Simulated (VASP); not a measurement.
# CaAl4O (P1) in VASP: single point with PBE

Aim: the single point of CaAl4O with PBE.

Everything below comes from runs of VASP 6.6.1. Logs are shortened: lines on timing, memory, paths and dates and some standing lists are left out, and cuts for length are marked.

**1. The cell of the first run**

The typed cell holds 12 atoms: a = 4.041 Å, b = 5.908 Å, c = 9.910 Å, α = 87.25°, β = 89.94°, γ = 89.99°.

**2. Single point, PBE**

Input file INCAR:

```
SYSTEM = CaAl4O
  ALGO = Normal
  EDIFF = 1E-6
  ENCUT = 520
  GGA = PE
  ISIF = 2
  ISMEAR = 0
  LASPH = .TRUE.
  LCHARG = .TRUE.
  LELF = .TRUE.
  LREAL = .FALSE.
  LVHAR = .TRUE.
  LWAVE = .FALSE.
  NBANDS = 40
  NELM = 100
  PREC = Accurate
  SIGMA = 0.1
```

Input file KPOINTS:

```
k-points
0
G
  4 4 2
  0 0 0
```

Input file POSCAR:

```
CaAl4O
1.0
    4.0396558669     -0.0143477049     -0.0923624258
    0.0237285620      5.9074465665      0.0863400643
    0.2377952014      0.3300583774      9.9012576919
Ca Al O
2 8 2
Direct
    0.9166297747      0.5207774291      0.5089865124
    0.9167270397      0.0512726489      0.0145963613
    0.9167333978      1.0124754417      0.6704968115
    0.9166453392      0.5275976849      0.1837838978
    0.4168425216      0.5344059764     -0.0004393498
    0.4170981499      1.0084157907      0.5022690326
    0.4165930004      0.2800458831      0.7433679777
    0.4164234344      0.7688056092      0.2729342397
    0.4166163650      0.7488266209      0.7491262703
    0.4164956150      0.2655616233      0.2664128759
    0.4164960609      0.2611038414      0.9251536936
    0.4166993013      0.0207114503      0.1633116770
```

Potentials or basis: VASP PAW PBE potentials, release 64 (Ca_sv, Al, O).

On the command line:

```sh
cat potpaw_PBE.64/Ca_sv/POTCAR potpaw_PBE.64/Al/POTCAR potpaw_PBE.64/O/POTCAR > POTCAR
mpirun -np 1 vasp_std > vasp.out
```

OUTCAR:

```text
SYSTEM = CaAl4O
   EDIFF = 1E-6
   ENCUT = 520
   GGA = PE
   ISIF = 2
   ISMEAR = 0
   LASPH = .TRUE.
   LREAL = .FALSE.
   NELM = 100
   PREC = Accurate

 ion  position               nearest neighbor table
   1  0.917  0.521  0.509-   4 3.22
   2  0.917  0.051  0.015-  12 2.50  12 2.50  11 2.51  11 2.51
   3  0.917  0.012  0.670-   6 2.62   6 2.62   9 2.65   9 2.65   7 2.69   7 2.69
   4  0.917  0.528  0.184-   8 2.65   8 2.65  10 2.65  10 2.65   5 2.72   5 2.72   1 3.22
   5  0.417  0.534  1.000-  11 1.81   4 2.72   4 2.72   9 2.73   7 3.01  10 3.02   8 3.10
   6  0.417  0.008  0.502-   3 2.62   3 2.62  10 2.73   8 2.73   9 2.82   7 2.94
   7  0.417  0.280  0.743-  11 1.80   3 2.69   3 2.69   9 2.77   6 2.94   5 3.01   9 3.14
   8  0.416  0.769  0.273-  12 1.80   4 2.65   4 2.65   6 2.73  10 2.93  10 2.98   5 3.10
   9  0.417  0.749  0.749-   3 2.65   3 2.65   5 2.73   7 2.77   6 2.82   7 3.14
  10  0.416  0.266  0.266-  12 1.81   4 2.65   4 2.65   6 2.73   8 2.93   8 2.98   5 3.02
  11  0.416  0.261  0.925-   7 1.80   5 1.81   2 2.51   2 2.51
  12  0.417  0.021  0.163-   8 1.80  10 1.81   2 2.50   2 2.50

  LATTYP: Found a triclinic cell.
 ALAT       =    11.7782414453
 B/A-ratio  =     0.5016135185
 C/A-ratio  =     0.3430679448
 COS(alpha) =     0.0001307889
 COS(beta)  =     0.0009348765
 COS(gamma) =     0.5419990344

  Lattice vectors:

 A1 = (  -0.2615237634,  -6.2375049439,  -9.9875977562)
 A2 = (  -0.0237285620,  -5.9074465665,  -0.0863400643)
 A3 = (  -4.0396558669,   0.0143477049,   0.0923624258)

Analysis of symmetry for initial positions (statically):
=====================================================================
 Subroutine PRICEL returns:
 Original cell was already a primitive cell.

 Routine SETGRP: Setting up the symmetry group for a
 triclinic supercell.

 Subroutine GETGRP returns: Found  1 space group operations
 (whereof  1 operations were pure point group operations)
 out of a pool of  2 trial point group operations.

The static configuration has the point symmetry C_1 .

Analysis of symmetry for dynamics (positions and initial velocities):
=====================================================================
 Subroutine PRICEL returns:
 Original cell was already a primitive cell.

 Routine SETGRP: Setting up the symmetry group for a
 triclinic supercell.

 Subroutine GETGRP returns: Found  1 space group operations
 (whereof  1 operations were pure point group operations)
 out of a pool of  2 trial point group operations.

The dynamic configuration has the point symmetry C_1 .

 Subroutine INISYM returns: Found  1 space group operations
 (whereof  1 operations are pure point group operations),
 and found     1 'primitive' translations

----------------------------------------------------------------------------------------

                                     Primitive cell

  volume of cell :     236.3011

  direct lattice vectors                    reciprocal lattice vectors
     4.039655867 -0.014347705 -0.092362426     0.247407452 -0.000907365 -0.005911655
     0.023728562  5.907446566  0.086340064     0.000472174  0.169358657 -0.005656910
     0.237795201  0.330058377  9.901257692     0.002303787 -0.001485290  0.100991453

  length of vectors
     4.040737086  5.908125133  9.909610939     0.247479733  0.169453764  0.101028645

  position of ions in fractional coordinates (direct lattice)
     0.916629775  0.520777429  0.508986512
     0.916727040  0.051272649  0.014596361
     0.916733398  0.012475442  0.670496812
     0.916645339  0.527597685  0.183783898
     0.416842522  0.534405976  0.999560650
     0.417098150  0.008415791  0.502269033
     0.416593000  0.280045883  0.743367978
     0.416423434  0.768805609  0.272934240
     0.416616365  0.748826621  0.749126270
     0.416495615  0.265561623  0.266412876
     0.416496061  0.261103841  0.925153694
     0.416699301  0.020711450  0.163311677

  ion indices of the primitive-cell ions
   primitive index   ion index
                 1           1
                 2           2
                 3           3
                 4           4
                 5           5
                 6           6
                 7           7
                 8           8
                 9           9
                10          10
                11          11
                12          12

----------------------------------------------------------------------------------------

 KPOINTS: k-points

Automatic generation of k-mesh.
 Grid dimensions read from file:
 generate k-points for:    4    4    2

 Generating k-lattice:

  Cartesian coordinates                     Fractional coordinates (reciprocal lattice)
     0.061851863 -0.000226841 -0.001477914     0.250000000 -0.000000000  0.000000000
     0.000118044  0.042339664 -0.001414228    -0.000000000  0.250000000  0.000000000
     0.001151893 -0.000742645  0.050495727    -0.000000000  0.000000000  0.500000000

  Length of vectors
     0.061869933  0.042363441  0.050514323

  Shift w.r.t. Gamma in fractional coordinates (k-lattice)
     0.000000000  0.000000000  0.000000000

 Subroutine IBZKPT returns following result:
 ===========================================

 Found     20 irreducible k-points:

 Following reciprocal coordinates:
            Coordinates               Weight
  0.000000  0.000000  0.000000      1.000000
  0.250000 -0.000000 -0.000000      2.000000
  0.500000 -0.000000 -0.000000      1.000000
  0.000000  0.250000 -0.000000      2.000000
  0.250000  0.250000 -0.000000      2.000000
  0.500000  0.250000 -0.000000      2.000000
[... 12 lines left out ...]
  0.250000  0.500000  0.500000      2.000000
  0.500000  0.500000  0.500000      1.000000
   k-points           NKPTS =     20   k-points in BZ     NKDIM =     20   number of bands    NBANDS=     40
   number of dos      NEDOS =    301   number of ions     NIONS =     12
   total plane-waves  NPLWV = 115200
   dimension x,y,z NGX =    30 NGY =   48 NGZ =   80
   dimension x,y,z NGXF=    60 NGYF=   96 NGZF=  160
   ions per type =               2   8   2
   NGX,Y,Z   is equivalent  to a cutoff of  12.34, 13.51, 13.42 a.u.
   NGXF,Y,Z  is equivalent  to a cutoff of  24.69, 27.01, 26.84 a.u.
 SYSTEM =  CaAl4O
   PREC   = accura    normal or accurate (medium, high low for compatibility)
   ISTART =      0    job   : 0-new  1-cont  2-samecut
   ICHARG =      2    charge: 1-file 2-atom 10-const
   ISPIN  =      1    spin polarized calculation?
   LNONCOLLINEAR =      F non collinear calculations
   LSORBIT =      F    spin-orbit coupling
   LASPH  =      T    aspherical Exc in radial PAW
   ENCUT  =  520.0 eV  38.22 Ry    6.18 a.u.   7.51 10.99 18.43*2*pi/ulx,y,z
   NELM   =    100;   NELMIN=  2; NELMDL= -5     # of ELM steps
   EDIFF  = 0.1E-05   stopping-criterion for ELM
   LREAL  =      F    real-space projection
   EDIFFG = 0.1E-04   stopping-criterion for IOM
   NSW    =      0    number of steps for IOM
   IBRION =     -1    ionic relax: 0-MD 1-quasi-New 2-CG
   NFREE  =      0    steps in history (QN), initial steepest desc. (CG)
   ISIF   =      2    stress and relaxation
   ISYM   =      2    0-nonsym 1-usesym 2-fastsym
   POTIM  = 0.5000    time-step for ionic-motion
   TEBEG  =    0.0;   TEEND  =   0.0 temperature during run
   PSTRESS=    0.0 pullay stress
   NELECT =      56.0000    total number of electrons
   NUPDOWN=      -1.0000    fix difference up-down
   EMIN   =  10.00;   EMAX   =-10.00  energy-range for DOS
   EFERMI =   0.00;   METHOD = LEGACY
   ISMEAR =     0;   SIGMA  =   0.10  broadening in eV -4-tet -1-fermi 0-gaus
   EFERMI_NEDOS =   21; number of points for ismear=-14 and -15
   IALGO  =     38    algorithm
   IMIX   =      4    mixing-type and parameters
     AMIX     =   0.40;   BMIX     =  1.00
     AMIX_MAG =   1.60;   BMIX_MAG =  1.00
  volume/ion in A,a.u.               =      19.69       132.89
  Fermi-wavevector in a.u.,A,eV,Ry     =   1.013092  1.914466 13.964415  1.026356
  Thomas-Fermi vector in A             =   2.146240
   LORBIT       =      0    0 simple, 1 ext, 2 COOP (PROOUT), +10 PAW based schemes
   GGA     = PE    functional components
   LHFCALC =     F    Hartree Fock is set to
   AEXX    =    0.0000 exact exchange contribution
   IVDW    =     0    specifies the selected vdW correction
   LEPSILON=     F    determine dielectric tensor
   LRPA    =     F    only Hartree local field effects (RPA)
 non-spin polarized calculation
 Gauss-broadening in eV      SIGMA  =   0.10
  energy-cutoff  :      520.00
  volume of cell :      236.30
 maximum number of plane-waves:      6404
   NGX = 15   NGY = 21   NGZ = 37

 number of electron      55.9999984 magnetization

 Free energy of the ion-electron system (eV)
  ---------------------------------------------------
  ext. energy  EPLUGINS =         0.00000000
  ---------------------------------------------------
  free energy    TOTEN  =       -53.24669551 eV

  energy without entropy =      -53.23578353  energy(sigma->0) =      -53.24123952

 E-fermi :   5.0103     XC(G=0):  -9.2419

 val. band max:        4.9653546784   @ k =   0.5000   0.2500   0.5000
 cond. band min:       5.0173576532   @ k =   0.0000   0.0000   0.5000
 fundamental gap:      0.0520029748
 Fermi energy:         5.0103467442

 k-point     1 :       0.0000    0.0000    0.0000
  band No.  band energies     occupation
      1     -36.2413      2.00000
      2     -36.1373      2.00000
      3     -17.2614      2.00000
      4     -17.2575      2.00000
      5     -17.2538      2.00000
      6     -17.2520      2.00000
[... 32 lines left out ...]
     39       8.9436      0.00000
     40       9.0212      0.00000

 k-point     2 :       0.2500   -0.0000   -0.0000
  band No.  band energies     occupation
      1     -36.2397      2.00000
      2     -36.1351      2.00000
      3     -17.2811      2.00000
      4     -17.2542      2.00000
      5     -17.2509      2.00000
      6     -17.2314      2.00000
[... 32 lines left out ...]
     39       8.5770      0.00000
     40       8.8463      0.00000

 k-point     3 :       0.5000   -0.0000   -0.0000
  band No.  band energies     occupation
      1     -36.2382      2.00000
      2     -36.1330      2.00000
      3     -17.3100      2.00000
      4     -17.2775      2.00000
      5     -17.2509      2.00000
      6     -17.2472      2.00000
[... 32 lines left out ...]
     39       8.9414      0.00000
     40       9.1593      0.00000

 k-point     4 :       0.0000    0.2500   -0.0000
  band No.  band energies     occupation
      1     -36.2413      2.00000
      2     -36.1373      2.00000
      3     -17.2615      2.00000
      4     -17.2581      2.00000
      5     -17.2542      2.00000
      6     -17.2520      2.00000
[... 32 lines left out ...]
     39       8.6124      0.00000
     40       8.8440      0.00000
[... 600 lines left out ...]
     39       8.3445      0.00000
     40       8.8753      0.00000

 k-point    19 :       0.2500    0.5000    0.5000
  band No.  band energies     occupation
      1     -36.2397      2.00000
      2     -36.1351      2.00000
      3     -17.2810      2.00000
      4     -17.2553      2.00000
      5     -17.2509      2.00000
      6     -17.2327      2.00000
[... 32 lines left out ...]
     39       8.4385      0.00000
     40       8.8298      0.00000

 k-point    20 :       0.5000    0.5000    0.5000
  band No.  band energies     occupation
      1     -36.2382      2.00000
      2     -36.1330      2.00000
      3     -17.3098      2.00000
      4     -17.2765      2.00000
      5     -17.2518      2.00000
      6     -17.2472      2.00000
[... 32 lines left out ...]
     39       8.5487      0.00000
     40       9.1118      0.00000

------------------------ aborting loop because EDIFF is reached ----------------------------------------

  FORCE on cell =-STRESS in cart. coord.  units (eV):
  Direction    XX          YY          ZZ          XY          YZ          ZX
  --------------------------------------------------------------------------------------
  -------------------------------------------------------------------------------------
  Total        0.0017348      0.1742641      0.0446628     -0.0027223      0.0402440     -0.0508747
  in kB        0.0117625      1.1815516      0.3028241     -0.0184581      0.2728641     -0.3449424
  external PRESSURE =       0.4987128 kB  Pullay stress =       0.0000000 kB

 VOLUME and BASIS-vectors are now :
 -----------------------------------------------------------------------------
  energy-cutoff  :      520.00
  volume of cell :      236.30
      direct lattice vectors                 reciprocal lattice vectors
     4.039655867 -0.014347705 -0.092362426     0.247407452 -0.000907365 -0.005911655
     0.023728562  5.907446566  0.086340064     0.000472174  0.169358657 -0.005656910
     0.237795201  0.330058377  9.901257692     0.002303787 -0.001485290  0.100991453

 POSITION                                       TOTAL-FORCE (eV/Angst)
 -----------------------------------------------------------------------------------
      3.83626      3.23131      4.99991         0.000599      0.000826     -0.000576
      3.70795      0.29456      0.06428         0.000195     -0.009421     -0.007163
      3.86302      0.28185      6.55517         0.000303     -0.000605     -0.005257
      3.75915      3.16426      1.78058        -0.001381      0.004871     -0.006661
      1.93427      3.48091      9.90455        -0.000045      0.016512      0.015641
      1.80457      0.20951      4.93530        -0.000338      0.007272      0.004512
      1.86631      1.89373      7.34598        -0.000643     -0.007005     -0.014171
      1.76535      4.62579      2.73031         0.001553     -0.021171      0.010548
      1.87889      4.66493      7.44347        -0.001152     -0.000653     -0.000597
      1.75215      1.65075      2.62228         0.000751      0.026867      0.012945
      1.90869      1.84184      9.14426         0.001356     -0.004146     -0.005918
      1.72265      0.17028      1.58029        -0.001198     -0.013347     -0.003304
 -----------------------------------------------------------------------------------
    total drift:                               -0.000010      0.000887      0.000368

  FREE ENERGIE OF THE ION-ELECTRON SYSTEM (eV)
  ---------------------------------------------------
  free  energy   TOTEN  =       -53.2466955120 eV

  energy  without entropy=      -53.2357835277  energy(sigma->0) =      -53.24123952
```

It took 2.4 min on 1 thread of Intel Xeon Platinum 8488C (Sapphire Rapids), shared host; peak memory 0.42 GiB.

What came out:

```
Free energy            : -53.2467 eV
Pressure               : 0.0 GPa
Largest force          : 0.030 eV/Å
Band gap on the k mesh : zero (bands 28 and 29 overlap by 1.59 eV)
```

Forces on the atoms (eV/Å):
```
Ca   0.001  0.001 -0.001
Ca   0.000 -0.009 -0.007
Al   0.000 -0.001 -0.005
Al  -0.001  0.005 -0.007
Al   0.000  0.017  0.016
Al   0.000  0.007  0.005
Al  -0.001 -0.007 -0.014
Al   0.002 -0.021  0.011
Al  -0.001 -0.001 -0.001
Al   0.001  0.027  0.013
O    0.001 -0.004 -0.006
O   -0.001 -0.013 -0.003
```

Caveat: the k points lie up to 0.39 Å⁻¹ apart, too coarse for converged energies and pressures of a metal.

The gap in the log of VASP goes by the Fermi energy; the results here count the filled bands.